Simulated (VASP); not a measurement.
# Si62As (a cell with a defect) in VASP: single point with PBE+D3(BJ)

Aim: the single point of Si62As (a cell with a defect) with PBE+D3(BJ).

All numbers are computed with VASP 6.6.1; they aren't measurements. Logs are shortened: lines on timing, memory, paths and dates and some standing lists are left out, and cuts for length are marked.

## 1. The cell of the first run

The cell holds a defect, 63 atoms: a = 10.860 Å, b = 10.860 Å, c = 10.860 Å, α = 90.00°, β = 90.00°, γ = 90.00°.

## 2. Single point, PBE+D3(BJ), collinear spin, zero start

Input file INCAR:

```
PREC = Accurate
ENCUT = 400
EDIFF = 1E-6
ISMEAR = -1
SIGMA = 0.02
LREAL = Auto
LASPH = True
NELM = 200
ALGO = Normal
ISIF = 2
LWAVE = False
LCHARG = False
ISPIN = 2
MAGMOM = 0 0 0 0 0 0 0 0 0 0 0 0 0 0 0 0 0 0 0 0 0 0 0 0 0 0 0 0 0 0 0 0 0 0 0 0 0 0 0 0 0 0 0 0 0 0 0 0 0 0 0 0 0 0 0 0 0 0 0 0 0 0 0
LORBIT = 11
GGA = PE
IVDW = 12
NBANDS = 168
GGA_COMPAT = False
```

Input file KPOINTS:

```
regular mesh
0
Gamma
  1 1 1
```

Input file POSCAR:

```
Si62As
1.0
   10.8600000000      0.0000000000      0.0000000000
    0.0000000000     10.8600000000      0.0000000000
    0.0000000000      0.0000000000     10.8600000000
Si As
62 1
Direct
    0.5019135359      0.0009305709      0.0015922652
    0.6310029466      0.1240981584      0.1303454880
    0.7500341621      0.2506251381      0.0009269797
    0.8763689687      0.3773744936      0.1228148250
    0.7566934622     -0.0012479742      0.2598088398
   -0.0003812155      0.0004678637     -0.0004848066
    0.1227128913      0.1257071823      0.1263102210
    0.2505422652      0.2490528545      0.0016726519
    0.3763526703      0.3746312155      0.1263963168
    0.4991579190      0.5005921731      0.0000505525
    0.6253618785      0.6233274401      0.1264482505
    0.7513082873      0.7486675875      0.0015864641
    0.8758835175      0.8762099448      0.1268115101
    0.2481505525      0.0015299263      0.2514534070
    0.3755682320      0.1258670350      0.3745686004
    0.5027568140      0.2496427256      0.2505920810
    0.6356896869      0.3642629834      0.3772257827
    0.7507152855      0.4979211786      0.2510822284
    0.8739084715      0.6253114180      0.3755569061
    0.4993964088      0.0002853591      0.5001372928
    0.6212931860      0.1253755985      0.6285329650
    0.7589590239      0.2367260589      0.5060021179
    0.8747946593      0.3749751381      0.6259474217
    0.7453125230      0.0012021179      0.7529148250
    0.8738284530      0.1254365562      0.8753514733
    0.0005873849      0.5042164825     -0.0045725599
    0.1261487109      0.6261118785      0.1255313076
    0.2473331492      0.7516258748     -0.0024103131
    0.3722199816      0.8765692449      0.1232556169
   -0.0016931860      0.2500707182      0.2503176796
    0.1227636280      0.3751364641      0.3737982505
    0.2500924494      0.4999282689      0.2501997238
    0.3804098527      0.6213736648      0.3734591160
    0.4980143646      0.7513422652      0.2462538674
    0.6229642726      0.8743768877      0.3742309392
    0.1251721915      0.1276633517      0.6243059853
    0.2480010129      0.2500328729      0.4974889503
    0.3726281768      0.3777383057      0.6233550645
    0.5059774401      0.4943523941      0.4975783610
    0.6241123389      0.6232936464      0.6267675875
    0.7464750460      0.7497220994      0.4987206262
    0.8663998158      0.8887371087      0.6135604972
    0.2486414365      0.0018741252      0.7476977901
    0.3761468692      0.1261112339      0.8754736648
    0.4965117864      0.2544402394      0.7493601289
    0.6246746777      0.3753111418      0.8761125230
    0.7497891344      0.5012187845      0.7511211786
    0.8773046961      0.6316512891      0.8690244015
   -0.0007174954      0.7515073665      0.2520180479
    0.1302814917      0.8712146409      0.3745004604
   -0.0009034991      0.5002639042      0.5001056169
    0.1228488029      0.6279581952      0.6234689687
    0.2531347145      0.7472699816      0.4983789134
    0.3742369245      0.8753800184      0.6243722836
   -0.0011630755      0.2498569982      0.7494870166
    0.1277953039      0.3745045120      0.8753895948
    0.2476460405      0.5027791897      0.7488837937
    0.3741914365      0.6257246777      0.8750144567
    0.4986361878      0.7505501842      0.7495404236
    0.6246086556      0.8712341621      0.8783766114
   -0.0032732965      0.7622448435      0.7380080110
    0.1229667587      0.8768616943      0.8717378453
    0.9056848987      0.0791770718      0.4252803867
```

Potentials or basis: VASP PAW PBE potentials, release 64 (Si, As).

Started as:

```bash
$ cat potpaw_PBE.64/Si/POTCAR potpaw_PBE.64/As/POTCAR > POTCAR
$ mpirun -np 1 vasp_gam > vasp.out
```

OUTCAR:

```text
PREC = Accurate
   ENCUT = 400
   EDIFF = 1E-6
   ISMEAR = -1
   LREAL = Auto
   LASPH = True
   NELM = 200
   ISIF = 2
   ISPIN = 2
   LORBIT = 11
   GGA = PE
   IVDW = 12
 IVDW          = 12

 ion  position               nearest neighbor table
   1  0.502  0.001  0.002-  60 2.36  29 2.36  44 2.36   2 2.39
   2  0.631  0.124  0.130-  16 2.35   3 2.35   5 2.39   1 2.39
   3  0.750  0.251  0.001-  25 2.35  46 2.35   4 2.35   2 2.35
   4  0.876  0.377  0.123-  18 2.35   3 2.35  30 2.36  26 2.37
   5  0.757  0.999  0.260-  35 2.34  13 2.35   2 2.39  63 2.57
   6  1.000  0.000  1.000-  62 2.35  25 2.35   7 2.35  13 2.35
[... 27 lines left out ...]
  34  0.498  0.751  0.246-  29 2.35  33 2.35  11 2.35  35 2.36
  35  0.623  0.874  0.374-  41 2.34   5 2.34  20 2.35  34 2.36
  36  0.125  0.128  0.624-  37 2.33  43 2.34  55 2.34
  37  0.248  0.250  0.497-  36 2.33  31 2.35  15 2.35  38 2.37
  38  0.373  0.378  0.623-  45 2.34  57 2.35  39 2.36  37 2.37
  39  0.506  0.494  0.498-  38 2.36  40 2.36  33 2.36  17 2.39
  40  0.624  0.623  0.627-  47 2.33  59 2.35  39 2.36  41 2.36
  41  0.746  0.750  0.499-  35 2.34  19 2.35  42 2.35  40 2.36
  42  0.866  0.889  0.614-  24 2.35  41 2.35  61 2.39  63 2.94
  43  0.249  0.002  0.748-  36 2.34  62 2.35  54 2.35  44 2.38
  44  0.376  0.126  0.875-   8 2.35  45 2.35   1 2.36  43 2.38
  45  0.497  0.254  0.749-  38 2.34  21 2.35  44 2.35  46 2.36
  46  0.625  0.375  0.876-  10 2.35   3 2.35  45 2.36  47 2.36
  47  0.750  0.501  0.751-  40 2.33  46 2.36  48 2.36  23 2.36
  48  0.877  0.632  0.869-  12 2.36  47 2.36  26 2.36  61 2.39
  49  0.999  0.752  0.252-  13 2.34  50 2.34  19 2.35  27 2.37
  50  0.130  0.871  0.375-  53 2.32  14 2.33  49 2.34
  51  0.999  0.500  0.500-  19 2.35  52 2.35  31 2.35  23 2.35
  52  0.123  0.628  0.623-  51 2.35  53 2.35  57 2.35  61 2.36
  53  0.253  0.747  0.498-  50 2.32  52 2.35  54 2.35  33 2.37
  54  0.374  0.875  0.624-  20 2.35  59 2.35  53 2.35  43 2.35
  55  0.999  0.250  0.749-  23 2.34  36 2.34  25 2.35  56 2.38
  56  0.128  0.375  0.875-   8 2.35  57 2.35  26 2.36  55 2.38
  57  0.248  0.503  0.749-  56 2.35  52 2.35  38 2.35  58 2.36
  58  0.374  0.626  0.875-  59 2.35  10 2.35  28 2.35  57 2.36
  59  0.499  0.751  0.750-  54 2.35  58 2.35  40 2.35  60 2.36
  60  0.625  0.871  0.878-  12 2.34  59 2.36   1 2.36  24 2.36
  61  0.997  0.762  0.738-  62 2.35  52 2.36  42 2.39  48 2.39
  62  0.123  0.877  0.872-  43 2.35   6 2.35  61 2.35  28 2.35
  63  0.906  0.079  0.425-  22 2.50   5 2.57  30 2.84  42 2.94

  LATTYP: Found a simple cubic cell.
 ALAT       =    10.8600000000

  Lattice vectors:

 A1 = (  10.8600000000,   0.0000000000,   0.0000000000)
 A2 = (   0.0000000000,  10.8600000000,   0.0000000000)
 A3 = (   0.0000000000,   0.0000000000,  10.8600000000)

Analysis of symmetry for initial positions (statically):
=====================================================================
 Subroutine PRICEL returns:
 Original cell was already a primitive cell.

 Routine SETGRP: Setting up the symmetry group for a
 simple cubic supercell.

 Subroutine GETGRP returns: Found  1 space group operations
 (whereof  1 operations were pure point group operations)
 out of a pool of 48 trial point group operations.

The static configuration has the point symmetry C_1 .

Analysis of symmetry for dynamics (positions and initial velocities):
=====================================================================
 Subroutine PRICEL returns:
 Original cell was already a primitive cell.

 Routine SETGRP: Setting up the symmetry group for a
 simple cubic supercell.

 Subroutine GETGRP returns: Found  1 space group operations
 (whereof  1 operations were pure point group operations)
 out of a pool of 48 trial point group operations.

The dynamic configuration has the point symmetry C_1 .

Analysis of structural, dynamic, and magnetic symmetry:
=====================================================================
 Subroutine PRICEL returns:
 Original cell was already a primitive cell.

 Routine SETGRP: Setting up the symmetry group for a
 simple cubic supercell.

 Subroutine GETGRP returns: Found  1 space group operations
 (whereof  1 operations were pure point group operations)
 out of a pool of 48 trial point group operations.

The overall configuration has the point symmetry C_1 .

 Subroutine INISYM returns: Found  1 space group operations
 (whereof  1 operations are pure point group operations),
 and found     1 'primitive' translations

----------------------------------------------------------------------------------------

[... 199 lines left out ...]
   TEBEG  =    0.0;   TEEND  =   0.0 temperature during run
   PSTRESS=    0.0 pullay stress
   NELECT =     253.0000    total number of electrons
   NUPDOWN=      -1.0000    fix difference up-down
   EMIN   =  10.00;   EMAX   =-10.00  energy-range for DOS
   EFERMI =   0.00;   METHOD = LEGACY
   ISMEAR =    -1;   SIGMA  =   0.02  broadening in eV -4-tet -1-fermi 0-gaus
   EFERMI_NEDOS =   21; number of points for ismear=-14 and -15
   IALGO  =     38    algorithm
   IMIX   =      4    mixing-type and parameters
     AMIX     =   0.40;   BMIX     =  1.00
     AMIX_MAG =   1.60;   BMIX_MAG =  1.00
  volume/ion in A,a.u.               =      20.33       137.20
  Fermi-wavevector in a.u.,A,eV,Ry     =   0.953422  1.801706 12.367880  0.909014
  Thomas-Fermi vector in A             =   2.082076
   LORBIT       =     11    0 simple, 1 ext, 2 COOP (PROOUT), +10 PAW based schemes
   GGA     = PE    functional components
   LHFCALC =     F    Hartree Fock is set to
   AEXX    =    0.0000 exact exchange contribution
   IVDW    =    12    specifies the selected vdW correction
   LEPSILON=     F    determine dielectric tensor
   LRPA    =     F    only Hartree local field effects (RPA)
 spin polarized calculation
  energy-cutoff  :      400.00
  volume of cell :     1280.82
 maximum number of plane-waves:     11564
 NGX is ok and might be reduce to    70
   NGX = 35   NGY = 35   NGZ = 35

 number of electron     252.9999986 magnetization       0.0002517

 number of electron     252.9999987 magnetization      -0.0003570

 Free energy of the ion-electron system (eV)
  ---------------------------------------------------
  ext. energy  EPLUGINS =         0.00000000
  ---------------------------------------------------
  free energy    TOTEN  =      -331.59933964 eV

  energy without entropy =     -331.56602329  energy(sigma->0) =     -331.58268147

 E-fermi :   6.1940     XC(G=0):  -9.3531

 val. band max:        5.8450949944   @ k =   0.0000   0.0000   0.0000
 cond. band min:       6.1965205404   @ k =   0.0000   0.0000   0.0000
 fundamental gap:      0.3514255460
 Fermi energy:         6.1940058882

 spin component 1

 k-point     1 :       0.0000    0.0000    0.0000
  band No.  band energies     occupation
      1      -6.2618      1.00000
      2      -5.5252      1.00000
      3      -5.1713      1.00000
      4      -5.1540      1.00000
      5      -5.1523      1.00000
      6      -5.1453      1.00000
[... 130 lines left out ...]
    137       6.9014      0.00000
    138       6.9301      0.00000
 Fermi energy:         6.1940058882

 spin component 2

 k-point     1 :       0.0000    0.0000    0.0000
  band No.  band energies     occupation
      1      -6.2619      1.00000
      2      -5.5252      1.00000
      3      -5.1713      1.00000
      4      -5.1540      1.00000
      5      -5.1523      1.00000
      6      -5.1453      1.00000
[... 130 lines left out ...]
    137       6.9014      0.00000
    138       6.9301      0.00000
 [bands above 138 left out]

------------------------ aborting loop because EDIFF is reached ----------------------------------------

 Edisp (eV)  -19.89064

 E6    (eV) :   -11.6421

 E8    (eV) :    -8.2485

  FORCE on cell =-STRESS in cart. coord.  units (eV):
  Direction    XX          YY          ZZ          XY          YZ          ZX
  --------------------------------------------------------------------------------------
  -------------------------------------------------------------------------------------
  Total      -2.15200    -4.93100    -5.49262    -0.56907    -1.54573    -1.25133
  in kB      -2.69193    -6.16817    -6.87069    -0.71184    -1.93355    -1.56529
  external pressure =       -5.24 kB  Pullay stress =        0.00 kB

 VOLUME and BASIS-vectors are now :
 -----------------------------------------------------------------------------
  energy-cutoff  :      400.00
  volume of cell :     1280.82
      direct lattice vectors                 reciprocal lattice vectors
    10.860000000  0.000000000  0.000000000     0.092081031  0.000000000  0.000000000
     0.000000000 10.860000000  0.000000000     0.000000000  0.092081031  0.000000000
     0.000000000  0.000000000 10.860000000     0.000000000  0.000000000  0.092081031

 POSITION                                       TOTAL-FORCE (eV/Angst)
 -----------------------------------------------------------------------------------
      5.45078      0.01011      0.01729         0.030914      0.005553      0.031764
      6.85269      1.34771      1.41555         0.023531     -0.007209      0.032531
      8.14537      2.72179      0.01007         0.002017     -0.005655      0.010299
      9.51737      4.09829      1.33377        -0.013802     -0.036789      0.040490
      8.21769     10.84645      2.82152         0.032333      0.030945      0.082486
     10.85586      0.00508     10.85474         0.001017     -0.004003      0.017174
[... 55 lines left out ...]
      1.33542      9.52272      9.46707         0.000309      0.002769      0.014929
      9.83574      0.85986      4.61854        -0.310027      0.364872     -0.650545
 -----------------------------------------------------------------------------------
    total drift:                               -0.005785     -0.003301     -0.007344

  FREE ENERGIE OF THE ION-ELECTRON SYSTEM (eV)
  ---------------------------------------------------
  free  energy   TOTEN  =      -351.4899813726 eV

  energy  without entropy=     -351.4566650129  energy(sigma->0) =     -351.47332319

 total charge

# of ion       s       p       d       tot
------------------------------------------
    1        0.746   0.939   0.000   1.685
    2        0.740   0.942   0.000   1.682
    3        0.739   0.959   0.000   1.698
    4        0.739   0.949   0.000   1.688
    5        0.749   0.899   0.000   1.648
    6        0.738   0.960   0.000   1.698
[... 55 lines left out ...]
   62        0.738   0.960   0.000   1.698
   63        1.334   1.306   0.033   2.674
--------------------------------------------------
tot         47.401  59.934   0.033 107.369

 magnetization (x)

# of ion       s       p       d       tot
------------------------------------------
    1       -0.000  -0.000   0.000  -0.000
    2        0.000  -0.000   0.000  -0.000
    3       -0.000  -0.000   0.000  -0.000
    4       -0.000  -0.000   0.000  -0.000
    5       -0.000  -0.000   0.000  -0.000
    6        0.000   0.000   0.000   0.000
[... 55 lines left out ...]
   62        0.000  -0.000   0.000  -0.000
   63       -0.000   0.000  -0.000  -0.000
--------------------------------------------------
tot         -0.000  -0.000  -0.000  -0.000
```

It took 23 min on 1 thread of Intel Xeon 8259CL, shared host; peak memory 1.1 GiB.

What came out:

```yaml
Free_energy: -351.4900 eV
Pressure: -0.5 GPa
Largest_force: 0.808 eV/Å
Net_moment: 0.00 μB per cell
Valence_electrons_inside_the_program's_atomic_spheres: Si 1.69, 1.68, 1.70, 1.65, 1.66, 1.63 (each value once); As 2.67
Dispersion_energy_per_atom: -0.316 eV
```

Forces on the atoms (eV/Å):
```
Si   0.031  0.006  0.032
Si   0.024 -0.007  0.033
Si   0.002 -0.006  0.010
Si  -0.014 -0.037  0.040
Si   0.032  0.031  0.082
Si   0.001 -0.004  0.017
Si   0.003  0.003  0.003
Si  -0.002 -0.011 -0.006
Si  -0.006  0.001 -0.007
Si   0.006 -0.002  0.000
Si  -0.002  0.006 -0.002
Si   0.016  0.004  0.007
Si  -0.021  0.015  0.018
Si   0.010  0.003 -0.003
Si   0.006  0.004  0.003
Si  -0.003  0.004 -0.010
Si  -0.053  0.056 -0.005
Si   0.004  0.003 -0.010
Si  -0.004 -0.005  0.004
Si   0.007 -0.009 -0.001
Si   0.005  0.004 -0.016
Si  -0.082  0.084 -0.053
Si   0.004 -0.013 -0.015
Si   0.013  0.006 -0.009
Si  -0.002 -0.001  0.012
Si  -0.007 -0.036  0.033
Si   0.013  0.008  0.012
Si   0.008  0.004  0.002
Si   0.002 -0.012  0.004
Si  -0.010 -0.101  0.113
Si   0.012 -0.001  0.001
Si   0.005 -0.004  0.013
Si  -0.011  0.005 -0.005
Si   0.006 -0.004  0.014
Si  -0.009 -0.005 -0.015
Si   0.109 -0.038  0.066
Si   0.009 -0.006 -0.003
Si   0.002 -0.009  0.016
Si  -0.025  0.016  0.002
Si   0.005 -0.013  0.015
Si  -0.006 -0.012 -0.015
Si   0.029 -0.080  0.047
Si   0.046 -0.005  0.048
Si   0.028  0.001  0.028
Si   0.014 -0.016  0.003
Si   0.003 -0.006  0.008
Si   0.021 -0.021  0.001
Si  -0.003 -0.036  0.035
Si  -0.013  0.015  0.014
Si   0.044 -0.018  0.018
Si   0.009 -0.006 -0.002
Si   0.001 -0.012  0.007
Si   0.008 -0.001  0.006
Si   0.015  0.001  0.010
Si  -0.007 -0.031 -0.017
Si  -0.003 -0.015 -0.009
Si   0.004 -0.013  0.000
Si   0.002 -0.006  0.001
Si   0.017 -0.003  0.008
Si   0.004  0.003  0.010
Si   0.012 -0.044  0.044
Si   0.000  0.003  0.015
As  -0.310  0.365 -0.651
```

Stress tensor (GPa, compression positive):
```
-0.27 -0.07 -0.16
-0.07 -0.62 -0.19
-0.16 -0.19 -0.69
```

Caveat: the k points lie up to 0.58 Å⁻¹ apart.
